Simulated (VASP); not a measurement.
# Ta in VASP: single point with PBEsol

Aim: the single point of Ta with PBEsol.

Everything below comes from runs of VASP 6.6.1. Logs are shortened: lines on timing, memory, paths and dates and some standing lists are left out, and cuts for length are marked.

### 1 The cell of the first run

The cell holds a slab with vacuum, 5 atoms: a = 3.281 Å, b = 3.281 Å, c = 23.561 Å, α = 90.00°, β = 90.00°, γ = 90.00°.

### 2 Single point, PBEsol

INCAR

```
SYSTEM = Ta
ALGO = Normal ; DIPOL = 0.5 0.5 0.499
EDIFF = 1E-7 ; ENCUT = 520
GGA = PS ; IDIPOL = 3
ISIF = 2 ; ISMEAR = 0
LASPH = .True. ; LCHARG = .False.
LDIPOL = .True. ; LREAL = .False.
LWAVE = .False. ; NBANDS = 36
NELM = 60 ; PREC = Accurate
SIGMA = 0.1
```

KPOINTS

```
k-points
0
Gamma
  9 9 1
  0 0 0
```

POSCAR

```
Ta
1.0
    3.2805195243      0.0000000000      0.0000000000
    0.0000000000      3.2805195243      0.0000000000
    0.0000000000      0.0000000000     23.5610390486
Ta
5
Direct
    0.5000000000      0.5000000000      0.3607650742
    0.0000000000      0.0000000000      0.4303825371
    0.5000000000      0.5000000000      0.5002854909
    0.0000000000      0.0000000000      0.5710155427
    0.5000000000      0.5000000000      0.6308719047
```

Potentials or basis: VASP PAW PBE potentials, release 64 (Ta_pv).

Run with:

```sh
> cat potpaw_PBE.64/Ta_pv/POTCAR > POTCAR
> mpirun -np 1 vasp_std > vasp.out
```

OUTCAR:

```text
SYSTEM = Ta
   EDIFF = 1E-7
   ENCUT = 520
   GGA = PS
   ISIF = 2
   ISMEAR = 0
   LASPH = .True.
   LREAL = .False.
   NELM = 60
   PREC = Accurate

 ion  position               nearest neighbor table
   1  0.500  0.500  0.361-   2 2.84   2 2.84   2 2.84   2 2.84   3 3.29
   2  0.000  0.000  0.430-   1 2.84   1 2.84   1 2.84   1 2.84   3 2.84   3 2.84   3 2.84   3 2.84
                             4 3.31
   3  0.500  0.500  0.500-   2 2.84   2 2.84   2 2.84   2 2.84   4 2.86   4 2.86   4 2.86   4 2.86
                             5 3.08   1 3.29
   4  0.000  0.000  0.571-   5 2.71   5 2.71   5 2.71   5 2.71   3 2.86   3 2.86   3 2.86   3 2.86
                             2 3.31
   5  0.500  0.500  0.631-   4 2.71   4 2.71   4 2.71   4 2.71   3 3.08

  LATTYP: Found a simple tetragonal cell.
 ALAT       =     3.2805195243
 C/A-ratio  =     7.1821060274

  Lattice vectors:

 A1 = (   3.2805195243,   0.0000000000,   0.0000000000)
 A2 = (   0.0000000000,   3.2805195243,   0.0000000000)
 A3 = (   0.0000000000,   0.0000000000,  23.5610390486)

Analysis of symmetry for initial positions (statically):
=====================================================================
 Subroutine PRICEL returns:
 Original cell was already a primitive cell.

 Routine SETGRP: Setting up the symmetry group for a
 simple tetragonal supercell.

 Subroutine GETGRP returns: Found  8 space group operations
 (whereof  8 operations were pure point group operations)
 out of a pool of 16 trial point group operations.

The static configuration has the point symmetry C_4v.

Analysis of symmetry for dynamics (positions and initial velocities):
=====================================================================
 Subroutine PRICEL returns:
 Original cell was already a primitive cell.

 Routine SETGRP: Setting up the symmetry group for a
 simple tetragonal supercell.

 Subroutine GETGRP returns: Found  8 space group operations
 (whereof  8 operations were pure point group operations)
 out of a pool of 16 trial point group operations.

The dynamic configuration has the point symmetry C_4v.

 Subroutine INISYM returns: Found  8 space group operations
 (whereof  8 operations are pure point group operations),
 and found     1 'primitive' translations

----------------------------------------------------------------------------------------

                                     Primitive cell

  volume of cell :     253.5594

  direct lattice vectors                    reciprocal lattice vectors
     3.280519524  0.000000000  0.000000000     0.304829766  0.000000000  0.000000000
     0.000000000  3.280519524  0.000000000     0.000000000  0.304829766  0.000000000
     0.000000000  0.000000000 23.561039049     0.000000000  0.000000000  0.042442950

  length of vectors
     3.280519524  3.280519524 23.561039049     0.304829766  0.304829766  0.042442950

  position of ions in fractional coordinates (direct lattice)
     0.500000000  0.500000000  0.360765074
     0.000000000  0.000000000  0.430382537
     0.500000000  0.500000000  0.500285491
     0.000000000  0.000000000  0.571015543
     0.500000000  0.500000000  0.630871905

  ion indices of the primitive-cell ions
   primitive index   ion index
                 1           1
                 2           2
                 3           3
                 4           4
                 5           5

----------------------------------------------------------------------------------------

 KPOINTS: k-points

Automatic generation of k-mesh.
 Grid dimensions read from file:
 generate k-points for:    9    9    1

 Generating k-lattice:

  Cartesian coordinates                     Fractional coordinates (reciprocal lattice)
     0.033869974  0.000000000  0.000000000     0.111111111  0.000000000  0.000000000
     0.000000000  0.033869974  0.000000000     0.000000000  0.111111111  0.000000000
     0.000000000  0.000000000  0.042442950     0.000000000  0.000000000  1.000000000

  Length of vectors
     0.033869974  0.033869974  0.042442950

  Shift w.r.t. Gamma in fractional coordinates (k-lattice)
     0.000000000  0.000000000  0.000000000

 Subroutine IBZKPT returns following result:
 ===========================================

 Found     15 irreducible k-points:

 Following reciprocal coordinates:
            Coordinates               Weight
  0.000000  0.000000  0.000000      1.000000
  0.111111  0.000000  0.000000      4.000000
  0.222222  0.000000  0.000000      4.000000
  0.333333  0.000000  0.000000      4.000000
  0.444444  0.000000  0.000000      4.000000
  0.111111  0.111111  0.000000      4.000000
  0.222222  0.111111  0.000000      8.000000
  0.333333  0.111111  0.000000      8.000000
  0.444444  0.111111  0.000000      8.000000
  0.222222  0.222222  0.000000      4.000000
  0.333333  0.222222  0.000000      8.000000
  0.444444  0.222222  0.000000      8.000000
  0.333333  0.333333  0.000000      4.000000
  0.444444  0.333333  0.000000      8.000000
  0.444444  0.444444  0.000000      4.000000
   k-points           NKPTS =     15   k-points in BZ     NKDIM =     15   number of bands    NBANDS=     36
   number of dos      NEDOS =    301   number of ions     NIONS =      5
   total plane-waves  NPLWV = 103680
   dimension x,y,z NGX =    24 NGY =   24 NGZ =  180
   dimension x,y,z NGXF=    48 NGYF=   48 NGZF=  360
   ions per type =               5
   NGX,Y,Z   is equivalent  to a cutoff of  12.16, 12.16, 12.70 a.u.
   NGXF,Y,Z  is equivalent  to a cutoff of  24.32, 24.32, 25.40 a.u.
 SYSTEM =  Ta
   PREC   = accura    normal or accurate (medium, high low for compatibility)
   ISTART =      0    job   : 0-new  1-cont  2-samecut
   ICHARG =      2    charge: 1-file 2-atom 10-const
   ISPIN  =      1    spin polarized calculation?
   LNONCOLLINEAR =      F non collinear calculations
   LSORBIT =      F    spin-orbit coupling
   LASPH  =      T    aspherical Exc in radial PAW
   ENCUT  =  520.0 eV  38.22 Ry    6.18 a.u.   6.10  6.10 43.81*2*pi/ulx,y,z
   NELM   =     60;   NELMIN=  2; NELMDL= -5     # of ELM steps
   EDIFF  = 0.1E-06   stopping-criterion for ELM
   LREAL  =      F    real-space projection
   EDIFFG = 0.1E-05   stopping-criterion for IOM
   NSW    =      0    number of steps for IOM
   IBRION =     -1    ionic relax: 0-MD 1-quasi-New 2-CG
   NFREE  =      0    steps in history (QN), initial steepest desc. (CG)
   ISIF   =      2    stress and relaxation
   ISYM   =      2    0-nonsym 1-usesym 2-fastsym
   POTIM  = 0.5000    time-step for ionic-motion
   TEBEG  =    0.0;   TEEND  =   0.0 temperature during run
   PSTRESS=    0.0 pullay stress
   NELECT =      55.0000    total number of electrons
   NUPDOWN=      -1.0000    fix difference up-down
   EMIN   =  10.00;   EMAX   =-10.00  energy-range for DOS
   EFERMI =   0.00;   METHOD = LEGACY
   ISMEAR =     0;   SIGMA  =   0.10  broadening in eV -4-tet -1-fermi 0-gaus
   EFERMI_NEDOS =   21; number of points for ismear=-14 and -15
   IALGO  =     38    algorithm
   IMIX   =      4    mixing-type and parameters
     AMIX     =   0.40;   BMIX     =  1.00
     AMIX_MAG =   1.60;   BMIX_MAG =  1.00
  volume/ion in A,a.u.               =      50.71       342.22
  Fermi-wavevector in a.u.,A,eV,Ry     =   0.983639  1.858809 13.164264  0.967546
  Thomas-Fermi vector in A             =   2.114812
   LORBIT       =      0    0 simple, 1 ext, 2 COOP (PROOUT), +10 PAW based schemes
   GGA     = PS    functional components
   LHFCALC =     F    Hartree Fock is set to
   AEXX    =    0.0000 exact exchange contribution
   IVDW    =     0    specifies the selected vdW correction
   LEPSILON=     F    determine dielectric tensor
   LRPA    =     F    only Hartree local field effects (RPA)
 non-spin polarized calculation
 Gauss-broadening in eV      SIGMA  =   0.10
  energy-cutoff  :      520.00
  volume of cell :      253.56
 maximum number of plane-waves:      6874
   NGX = 13   NGY = 13   NGZ = 87

 dipolmoment           0.000000      0.000000      0.000178 electrons x Angstroem

 number of electron      55.0000019 magnetization

 dipolmoment           0.000000      0.000000     -0.015053 electrons x Angstroem

 Free energy of the ion-electron system (eV)
  ---------------------------------------------------
  ext. energy  EPLUGINS =         0.00000000
  ---------------------------------------------------
  free energy    TOTEN  =       -58.87401305 eV

  energy without entropy =      -58.84804975  energy(sigma->0) =      -58.86103140

 E-fermi :  -0.4088     XC(G=0):  -5.4669

 val. band max:       -0.4102864390   @ k =   0.4444   0.1111   0.0000
 cond. band min:      -0.4015388112   @ k =   0.3333   0.0000   0.0000
 fundamental gap:      0.0087476278
 Fermi energy:        -0.4087744751

 k-point     1 :       0.0000    0.0000    0.0000
  band No.  band energies     occupation
      1     -35.1627      2.00000
      2     -34.9926      2.00000
      3     -34.9926      2.00000
      4     -34.9421      2.00000
      5     -34.7845      2.00000
      6     -34.7845      2.00000
[... 28 lines left out ...]
     35       2.2207      0.00000
     36       2.2207      0.00000

 k-point     2 :       0.1111    0.0000    0.0000
  band No.  band energies     occupation
      1     -35.1666      2.00000
      2     -35.0251      2.00000
      3     -34.9849      2.00000
      4     -34.9610      2.00000
      5     -34.8173      2.00000
      6     -34.7675      2.00000
[... 28 lines left out ...]
     35       1.6427      0.00000
     36       1.9854      0.00000
[... 466 lines left out ...]
     35       3.0665      0.00000
     36       3.5933      0.00000

 k-point    15 :       0.4444    0.4444    0.0000
  band No.  band energies     occupation
      1     -35.2251      2.00000
      2     -35.2250      2.00000
      3     -35.0887      2.00000
      4     -35.0874      2.00000
      5     -35.0848      2.00000
      6     -34.8610      2.00000
[... 28 lines left out ...]
     35       3.4271      0.00000
     36       3.8118      0.00000

------------------------ aborting loop because EDIFF is reached ----------------------------------------

 vacuum level on the upper side and lower side of the slab       (xc-potential included)        -0.192         0.036

  FORCE on cell =-STRESS in cart. coord.  units (eV):
  Direction    XX          YY          ZZ          XY          YZ          ZX
  --------------------------------------------------------------------------------------
  -------------------------------------------------------------------------------------
  Total       -3.6585942     -3.6585942     -2.3919507      0.0000000      0.0000000      0.0000000
  in kB      -23.1177272    -23.1177272    -15.1141288      0.0000000      0.0000000      0.0000000
  external PRESSURE =     -20.4498611 kB  Pullay stress =       0.0000000 kB

 VOLUME and BASIS-vectors are now :
 -----------------------------------------------------------------------------
  energy-cutoff  :      520.00
  volume of cell :      253.56
      direct lattice vectors                 reciprocal lattice vectors
     3.280519524  0.000000000  0.000000000     0.304829766  0.000000000  0.000000000
     0.000000000  3.280519524  0.000000000     0.000000000  0.304829766  0.000000000
     0.000000000  0.000000000 23.561039049     0.000000000  0.000000000  0.042442950

 POSITION                                       TOTAL-FORCE (eV/Angst)
 -----------------------------------------------------------------------------------
      1.64026      1.64026      8.50000         0.000000     -0.000000      1.480367
      0.00000      0.00000     10.14026         0.000000     -0.000000     -1.492040
      1.64026      1.64026     11.78725         0.000000     -0.000000     -0.003201
      0.00000      0.00000     13.45372         0.000000     -0.000000     -0.001914
      1.64026      1.64026     14.86400         0.000000      0.000000      0.016788
 -----------------------------------------------------------------------------------
    total drift:                                0.000000     -0.000000     -0.000021

  FREE ENERGIE OF THE ION-ELECTRON SYSTEM (eV)
  ---------------------------------------------------
  free  energy   TOTEN  =       -58.8740130539 eV

  energy  without entropy=      -58.8480497527  energy(sigma->0) =      -58.86103140

 vacuum level on the upper side and lower side of the slab         3.370         3.605
```

It took 1.9 min on 1 thread of Intel Xeon 6975P-C (Granite Rapids), shared host; peak memory 0.35 GiB.

Results:

```
Free energy   : -58.8740 eV
Largest force : 1.492 eV/Å
```

Forces on the atoms (eV/Å):
```
Ta   0.000  0.000  1.480
Ta   0.000  0.000 -1.492
Ta   0.000  0.000 -0.003
Ta   0.000  0.000 -0.002
Ta   0.000  0.000  0.017
```

Levels at points of the mesh, in eV from the Fermi level:
```
           k point  band 24  band 25  band 26  band 27  band 28  band 29  band 30  band 31  band 32  band 33
(0.00, 0.00, 0.00)    -0.15     0.04     0.43     0.43     0.47     0.68     0.68     1.09     1.12     1.12
```

Caveat: the PAW data sets were made with another functional, which shifts forces and pressure a little; spin-orbit coupling is left out, which moves the levels of the heavy elements.
